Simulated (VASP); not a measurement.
Write the native input for VASP 6.6.1 that does the following.

| Property | Result |
| --- | --- |
| Task | single point |
| Functional | PBE |
| Potentials or basis | VASP PAW PBE potentials, release 64 (Mg, Be, F) |
| Cutoff | 520 eV |
| k mesh | 4 × 4 × 4 |
| Occupations | gaussian, width 0.1 eV |
| Spin | collinear spin |
| Starting moments | [0.0, 0.0, 0.0, 0.0, 0.0, 0.0, 1.0, 1.0, 1.0, 1.0, 1.0, 1.0, 1.0, 1.0] μB |
| Dipole correction | no |
| Further INCAR settings | ALGO = Normal; EDIFF = 1e-06; NBANDS = 51 |

The structure of MgBe2F4 lies in POSCAR:

```
MgBe2F4
1.0
    2.6296328500     -4.6183582500      0.0000000000
    2.6296328500      4.6183582500      0.0000000000
    0.0000000000      0.0000000000      4.9798116800
Mg Be F
2 4 8
Direct
    0.0000000000      0.5000000000      0.0000000000
    0.5000000000      0.0000000000      0.0000000000
    0.7500000000      0.2500000000      0.3554073800
    0.2500000000      0.7500000000      0.6445926200
    0.0000000000      0.0000000000      0.0000000000
    0.5000000000      0.5000000000      0.0000000000
    0.0000000000      0.5000000000      0.5000000000
    0.5000000000      0.0000000000      0.5000000000
    0.8750000000      0.1250000000      0.1777036900
    0.6250000000      0.3750000000      0.1777036900
    0.1250000000      0.8750000000      0.8222963100
    0.3750000000      0.6250000000      0.8222963100
    0.2500000000      0.2500000000      0.0000000000
    0.7500000000      0.7500000000      0.0000000000
```

The cell was built from a structure type or drawn by symmetry, and may not be a known phase.

These files were run (other wordings do the same):

INCAR

```
SYSTEM = MgBe2F4
ALGO = Normal
EDIFF = 1E-6
ENCUT = 520
GGA = PE
ISIF = 2
ISMEAR = 0
ISPIN = 2
LASPH = .True.
LCHARG = .True.
LELF = .True.
LORBIT = 11
LREAL = .False.
LVHAR = .True.
LWAVE = .False.
MAGMOM = 0 0 0 0 0 0 1 1 1 1 1 1 1 1
NBANDS = 51
NELM = 150
PREC = Accurate
SIGMA = 0.1
```

KPOINTS

```
k-points
0
Gamma
  4 4 4
  0 0 0
```

Potentials or basis: VASP PAW PBE potentials, release 64 (Mg, Be, F).

The run is started by

```console
$ cat potpaw_PBE.64/Mg/POTCAR potpaw_PBE.64/Be/POTCAR potpaw_PBE.64/F/POTCAR > POTCAR
$ mpirun -np 1 vasp_std > vasp.out
```

Results of the run:

The pressure is 86.4 GPa, the largest force is 5.966 eV/Å and the band gap on the k mesh is zero (filled and empty bands overlap). The net moment is 0.00 μB per cell and the valence electrons inside the program's atomic spheres are Mg 0.54; Be 1.62, 2.19 (each value once); F 6.24, 6.34, 6.44 (each value once).

Caveat: the cell stands under pressure; forces of over 1 eV/Å act on the atoms, so gaps and moduli don't describe the material at rest.

It took 4.4 min on 1 thread of Intel(R) Xeon(R) Platinum 8375C CPU @ 2.90GHz (Ice Lake), with other jobs on the host, peak memory 0.4 GiB.
